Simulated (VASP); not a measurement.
# Sn (Fd-3m) in VASP: notebook, part 3 of 3

VASP 6.6.1. The steps go on from the part before.

**5. Relaxation of cell and atoms, PBE**

This run uses another cell than the first one, of 33.80 Å³/atom, 0.918 times its volume.

The input, INCAR:

```
SYSTEM = Sn
PREC = Accurate
ENCUT = 600
EDIFF = 1E-6
ISMEAR = 0
SIGMA = 0.1
LREAL = .False.
LASPH = .True.
NELM = 60
ALGO = Normal
ISIF = 3
LWAVE = .False.
LCHARG = .False.
GGA = PE
IBRION = 2
NSW = 100
EDIFFG = -0.005
```

The input, KPOINTS:

```
regular mesh
0
Gamma
  12 12 12
  0 0 0
```

The input, POSCAR:

```
Sn
1.0
    0.0000000000      3.2333428000      3.2333428000
    3.2333428000      0.0000000000      3.2333428000
    3.2333428000      3.2333428000      0.0000000000
Sn
2
Direct
    0.0000000000      0.0000000000      0.0000000000
    0.2500000000      0.2500000000      0.2500000000
```

Potentials or basis: VASP PAW PBE potentials, release 64 (Sn_d).

On the command line:

```console
$ cat potpaw_PBE.64/Sn_d/POTCAR > POTCAR
$ mpirun -np 1 vasp_std > vasp.out
```

OUTCAR:

```text
SYSTEM = Sn
   PREC = Accurate
   ENCUT = 600
   EDIFF = 1E-6
   ISMEAR = 0
   LREAL = .False.
   LASPH = .True.
   NELM = 60
   ISIF = 3
   GGA = PE
   IBRION = 2
   NSW = 100
   EDIFFG = -0.005

 ion  position               nearest neighbor table
   1  0.000  0.000  0.000-   2 2.80   2 2.80   2 2.80   2 2.80
   2  0.250  0.250  0.250-   1 2.80   1 2.80   1 2.80   1 2.80

  LATTYP: Found a face centered cubic cell.
 ALAT       =     6.4666856000

  Lattice vectors:

 A1 = (   0.0000000000,   3.2333428000,   3.2333428000)
 A2 = (   3.2333428000,   0.0000000000,   3.2333428000)
 A3 = (   3.2333428000,   3.2333428000,   0.0000000000)

Analysis of symmetry for initial positions (statically):
=====================================================================
 Subroutine PRICEL returns:
 Original cell was already a primitive cell.

 Routine SETGRP: Setting up the symmetry group for a
 face centered cubic supercell.

 Subroutine GETGRP returns: Found 48 space group operations
 (whereof 24 operations were pure point group operations)
 out of a pool of 48 trial point group operations.

The static configuration has the point symmetry T_d .
 The point group associated with its full space group is O_h .

Analysis of symmetry for dynamics (positions and initial velocities):
=====================================================================
 Subroutine PRICEL returns:
 Original cell was already a primitive cell.

 Routine SETGRP: Setting up the symmetry group for a
 face centered cubic supercell.

 Subroutine GETGRP returns: Found 48 space group operations
 (whereof 24 operations were pure point group operations)
 out of a pool of 48 trial point group operations.

The dynamic configuration has the point symmetry T_d .
 The point group associated with its full space group is O_h .

 Subroutine INISYM returns: Found 48 space group operations
 (whereof 24 operations are pure point group operations),
 and found     1 'primitive' translations

----------------------------------------------------------------------------------------

                                     Primitive cell

  volume of cell :      67.6060

  direct lattice vectors                    reciprocal lattice vectors
     0.000000000  3.233342800  3.233342800    -0.154638723  0.154638723  0.154638723
     3.233342800  0.000000000  3.233342800     0.154638723 -0.154638723  0.154638723
     3.233342800  3.233342800  0.000000000     0.154638723  0.154638723 -0.154638723

  length of vectors
     4.572637240  4.572637240  4.572637240     0.267842124  0.267842124  0.267842124

  position of ions in fractional coordinates (direct lattice)
     0.000000000  0.000000000  0.000000000
     0.250000000  0.250000000  0.250000000

  ion indices of the primitive-cell ions
   primitive index   ion index
                 1           1
                 2           2

----------------------------------------------------------------------------------------

 KPOINTS: regular mesh

Automatic generation of k-mesh.
 Grid dimensions read from file:
 generate k-points for:   12   12   12

 Generating k-lattice:

  Cartesian coordinates                     Fractional coordinates (reciprocal lattice)
    -0.012886560  0.012886560  0.012886560     0.083333333  0.000000000  0.000000000
     0.012886560 -0.012886560  0.012886560     0.000000000  0.083333333  0.000000000
     0.012886560  0.012886560 -0.012886560     0.000000000  0.000000000  0.083333333

  Length of vectors
     0.022320177  0.022320177  0.022320177

  Shift w.r.t. Gamma in fractional coordinates (k-lattice)
     0.000000000  0.000000000  0.000000000

 Subroutine IBZKPT returns following result:
 ===========================================

 Found     72 irreducible k-points:

 Following reciprocal coordinates:
            Coordinates               Weight
  0.000000  0.000000  0.000000      1.000000
  0.083333  0.000000  0.000000      8.000000
  0.166667  0.000000  0.000000      8.000000
  0.250000  0.000000  0.000000      8.000000
  0.333333  0.000000  0.000000      8.000000
  0.416667  0.000000  0.000000      8.000000
[... 16 lines left out ...]
  0.500000  0.166667  0.000000     24.000000
 -0.416667  0.166667  0.000000     24.000000
 [... further k-points ...]
   k-points           NKPTS =     72   k-points in BZ     NKDIM =     72   number of bands    NBANDS=     18
   number of dos      NEDOS =    301   number of ions     NIONS =      2
   total plane-waves  NPLWV =  64000
   dimension x,y,z NGX =    40 NGY =   40 NGZ =   40
   dimension x,y,z NGXF=    80 NGYF=   80 NGZF=   80
   ions per type =               2
   NGX,Y,Z   is equivalent  to a cutoff of  14.54, 14.54, 14.54 a.u.
   NGXF,Y,Z  is equivalent  to a cutoff of  29.09, 29.09, 29.09 a.u.
 SYSTEM =  Sn
   PREC   = accura    normal or accurate (medium, high low for compatibility)
   ISTART =      0    job   : 0-new  1-cont  2-samecut
   ICHARG =      2    charge: 1-file 2-atom 10-const
   ISPIN  =      1    spin polarized calculation?
   LNONCOLLINEAR =      F non collinear calculations
   LSORBIT =      F    spin-orbit coupling
   LASPH  =      T    aspherical Exc in radial PAW
   ENCUT  =  600.0 eV  44.10 Ry    6.64 a.u.   9.13  9.13  9.13*2*pi/ulx,y,z
   NELM   =     60;   NELMIN=  2; NELMDL= -5     # of ELM steps
   EDIFF  = 0.1E-05   stopping-criterion for ELM
   LREAL  =      F    real-space projection
   EDIFFG = -.5E-02   stopping-criterion for IOM
   NSW    =    100    number of steps for IOM
   IBRION =      2    ionic relax: 0-MD 1-quasi-New 2-CG
   NFREE  =      1    steps in history (QN), initial steepest desc. (CG)
   ISIF   =      3    stress and relaxation
   ISYM   =      2    0-nonsym 1-usesym 2-fastsym
   POTIM  = 0.5000    time-step for ionic-motion
   TEBEG  =    0.0;   TEEND  =   0.0 temperature during run
   PSTRESS=    0.0 pullay stress
   NELECT =      28.0000    total number of electrons
   NUPDOWN=      -1.0000    fix difference up-down
   EMIN   =  10.00;   EMAX   =-10.00  energy-range for DOS
   EFERMI =   0.00;   METHOD = LEGACY
   ISMEAR =     0;   SIGMA  =   0.10  broadening in eV -4-tet -1-fermi 0-gaus
   EFERMI_NEDOS =   21; number of points for ismear=-14 and -15
   IALGO  =     38    algorithm
   IMIX   =      4    mixing-type and parameters
     AMIX     =   0.40;   BMIX     =  1.00
     AMIX_MAG =   1.60;   BMIX_MAG =  1.00
  volume/ion in A,a.u.               =      33.80       228.11
  Fermi-wavevector in a.u.,A,eV,Ry     =   1.220298  2.306028 20.260793  1.489126
  Thomas-Fermi vector in A             =   2.355520
   LORBIT       =      0    0 simple, 1 ext, 2 COOP (PROOUT), +10 PAW based schemes
   GGA     = PE    functional components
   LHFCALC =     F    Hartree Fock is set to
   AEXX    =    0.0000 exact exchange contribution
   IVDW    =     0    specifies the selected vdW correction
   LEPSILON=     F    determine dielectric tensor
   LRPA    =     F    only Hartree local field effects (RPA)
 conjugate gradient relaxation of ions
 non-spin polarized calculation
 Gauss-broadening in eV      SIGMA  =   0.10
  energy-cutoff  :      600.00
  volume of cell :       67.61
 maximum number of plane-waves:      2285
 NGX is ok and might be reduce to    40
   NGX = 19   NGY = 19   NGZ = 19

--------------------------------------- Ionic step        1  -------------------------------------------

 number of electron      28.0000005 magnetization

 Free energy of the ion-electron system (eV)
  ---------------------------------------------------
  ext. energy  EPLUGINS =         0.00000000
  ---------------------------------------------------
  free energy    TOTEN  =        -7.62721262 eV

  energy without entropy =       -7.62631402  energy(sigma->0) =       -7.62676332

 E-fermi :   5.7775     XC(G=0):  -8.9223

 val. band max:        5.7687434942   @ k =   0.5000   0.0000   0.0000
 cond. band min:       5.8125794010   @ k =   0.4167   0.0000   0.0000
 fundamental gap:      0.0438359068
 Fermi energy:         5.7774994398

 k-point     1 :       0.0000    0.0000    0.0000
  band No.  band energies     occupation
      1     -15.9517      2.00000
      2     -15.9517      2.00000
      3     -15.9517      2.00000
      4     -15.8906      2.00000
      5     -15.8906      2.00000
      6     -15.5728      2.00000
[... 10 lines left out ...]
     17       7.9163      0.00000
     18       7.9163      0.00000
[... 552 lines left out ...]
  energy  without entropy=       -7.6849855428  energy(sigma->0) =       -7.68563255

--------------------------------------- Ionic step        3  -------------------------------------------

 number of electron      27.9999997 magnetization

 Free energy of the ion-electron system (eV)
  ---------------------------------------------------
  ext. energy  EPLUGINS =         0.00000000
  ---------------------------------------------------
  free energy    TOTEN  =        -7.69243927 eV

  energy without entropy =       -7.69114179  energy(sigma->0) =       -7.69179053

 E-fermi :   4.8603     XC(G=0):  -8.5548

 val. band max:        4.8450943444   @ k =   0.0833   0.0000   0.0000
 cond. band min:       4.9070872329   @ k =   0.3333   0.0000   0.0000
 fundamental gap:      0.0619928884
 Fermi energy:         4.8603219319

 k-point     1 :       0.0000    0.0000    0.0000
  band No.  band energies     occupation
      1     -16.6704      2.00000
      2     -16.6704      2.00000
      3     -16.6704      2.00000
      4     -16.6204      2.00000
      5     -16.6204      2.00000
      6     -16.3673      2.00000
[... 10 lines left out ...]
     17       7.0314      0.00000
     18       7.0314      0.00000
[... 512 lines left out ...]
  FREE ENERGIE OF THE ION-ELECTRON SYSTEM (eV)
  ---------------------------------------------------
  free  energy   TOTEN  =        -7.6924392695 eV

  energy  without entropy=       -7.6911417928  energy(sigma->0) =       -7.69179053

 reached required accuracy - stopping structural energy minimisation
```

OSZICAR:

```text
N       E                     dE             d eps       ncg     rms          rms(c)
DAV:   1     0.214492427183E+03    0.21449E+03   -0.16208E+04  2594   0.244E+03
DAV:   2     0.131888768533E+02   -0.20130E+03   -0.19919E+03  2596   0.472E+02
DAV:   3    -0.700260720347E+01   -0.20191E+02   -0.20008E+02  2870   0.152E+02
DAV:   4    -0.766487140538E+01   -0.66226E+00   -0.66069E+00  2940   0.295E+01
[... 24 lines left out ...]
DAV:   4    -0.769254937758E+01    0.21901E-02   -0.50183E-03  2722   0.891E-01    0.410E-02
DAV:   5    -0.769244206760E+01    0.10731E-03   -0.26454E-04  3802   0.149E-01    0.205E-02
DAV:   6    -0.769243661848E+01    0.54491E-05   -0.35130E-05  2628   0.829E-02    0.981E-03
DAV:   7    -0.769243895935E+01   -0.23409E-05   -0.24719E-06  2306   0.113E-02    0.163E-03
DAV:   8    -0.769243926951E+01   -0.31016E-06   -0.12069E-06  2034   0.706E-03
   3 F= -.76924393E+01 E0= -.76917905E+01  d E =-.652267E-01
```

CONTCAR:

```text
Sn
   1.00000000000000
     0.0000000000000000    3.3262771198983292    3.3262771198983292
     3.3262771198983292    0.0000000000000000    3.3262771198983292
     3.3262771198983292    3.3262771198983292   -0.0000000000000000
  Sn
     2
Direct
     0.0000000000000000    0.0000000000000000    0.0000000000000000
     0.2500000000000000    0.2500000000000000    0.2500000000000000

  0.00000000E+00  0.00000000E+00  0.00000000E+00
  0.00000000E+00  0.00000000E+00  0.00000000E+00
```

It took 3.9 min on 1 thread of Intel Xeon 6975P-C, shared host; peak memory 0.3 GiB.

What came out:

```
Free energy                            : -7.6924 eV
Relaxed volume                         : 36.80 Å³/atom
Relaxed cell                           : a = 4.704 Å, b = 4.704 Å, c = 4.704 Å, α = 60.00°, β = 60.00°, γ = 60.00°
Space group after relaxing (to 0.05 Å) : Fd-3m (No. 227)
Energy gained by relaxing              : 32.6 meV/atom
Ionic steps                            : 3
Pressure after relaxing                : 0.0 GPa
Band gap on the k mesh                 : zero (band 14 reaches 4.97 eV, above the bottom of band 15 at 4.74 eV)
```

Step by step:
| step | energy change (eV) | largest force (eV/Å) | pressure (GPa) | volume (Å³) |
| --- | --- | --- | --- | --- |
| 1 | 0.0000 | 0.0000 | 3.77 | 67.61 |
| 2 | -0.0591 | 0.0000 | -0.93 | 75.70 |
| 3 | -0.0652 | 0.0000 | -0.01 | 73.60 |

Final structure:
```
Sn
1.0
     0.00000    3.32628    3.32628
     3.32628    0.00000    3.32628
     3.32628    3.32628    0.00000
Sn
2
Cartesian
  0.0000 0.0000 0.0000
  1.6631 1.6631 1.6631
```

Caveat: spin-orbit coupling is left out, which moves the levels of the heavy elements. PBE usually gives volumes a little too large and moduli too small.

**6. Single point, PBE (volume scaled by 0.91)**

The input, INCAR:

```
SYSTEM = Sn
PREC     = Accurate       ! precision mode
ENCUT    = 520            ! plane-wave cutoff, eV
EDIFF    = 1E-6           ! SCF threshold, eV
ISMEAR   = 0              ! smearing method
SIGMA    = 0.1            ! smearing width, eV
LREAL    = .False.        ! projectors in reciprocal space
LASPH    = .True.         ! aspherical terms in the spheres
NELM     = 100            ! most SCF steps
ALGO     = Normal         ! electronic algorithm
ISIF     = 2              ! what is computed and relaxed
LWAVE    = .False.        ! write WAVECAR
LCHARG   = .False.        ! write CHGCAR
GGA      = PE             ! functional
NBANDS   = 21             ! bands
```

KPOINTS is that of step 5.

The input, POSCAR:

```
Sn
1.0
    0.0000000000      3.2243510677      3.2243510677
    3.2243510677      0.0000000000      3.2243510677
    3.2243510677      3.2243510677      0.0000000000
Sn
2
Direct
    0.0000000000      0.0000000000      0.0000000000
    0.2500000000      0.2500000000      0.2500000000
```

Potentials or basis: VASP PAW PBE potentials, release 64 (Sn_d).

On the command line:

```console
$ cat potpaw_PBE.64/Sn_d/POTCAR > POTCAR
$ mpirun -np 1 vasp_std > vasp.out
```

It took 68 s on 1 thread of Intel Xeon Platinum 8375C at 2.90GHz (Ice Lake), shared host; peak memory 0.24 GiB.

It converged, with:

- Free energy: -7.6131 eV
- Pressure: 4.2 GPa
- Band gap on the k mesh: zero (band 14 reaches 5.93 eV, above the bottom of band 15 at 5.88 eV)

Levels at points of the mesh, in eV from the Fermi level:
```tsv
k point	band 11	band 12	band 13	band 14	band 15	band 16	band 17	band 18
(0.00, 0.00, 0.00)	-10.76	-0.53	0.06	0.06	0.06	2.13	2.13	2.13
(0.50, 0.00, 0.00)	-9.10	-6.40	-1.18	-1.18	0.00	3.21	3.21	5.60
(0.50, 0.50, 0.00)	-7.61	-7.61	-2.55	-2.55	0.77	0.77	7.82	7.82
```

Caveat: the cell differs from its parent crystal (volume scaled by 0.91); spin-orbit coupling is left out, which moves the levels of the heavy elements.

**7. Overview**

| task | cell | cutoff (eV) | gap on the mesh (eV) | pressure (GPa) |
| --- | --- | --- | --- | --- |
| single point | a = 4.706 Å, angles 60.0°, 2 atoms | 520 | none | 0.0 |
| relaxation of cell and atoms | relaxed from a = 4.706 Å, angles 60.0°, 2 atoms | 600 | none | 0.0 |
| relaxation of cell and atoms | relaxed from a = 4.573 Å, angles 60.0°, 2 atoms | 600 | none | 0.0 |
| single point | a = 4.560 Å, angles 60.0°, 2 atoms | 520 | none | 4.2 |

Alike in all rows: level PBE; potentials or basis VASP PAW PBE potentials, release 64 (Sn_d); no spin polarisation; k mesh 12 × 12 × 12; smearing gaussian 0.1 eV.

Caveats: spin-orbit coupling is left out, which moves the levels of the heavy elements; the relaxation stopped at its first step, so nothing moved (some runs).

Total energies depend on the potentials used, so only differences within one code and one set of settings carry meaning.
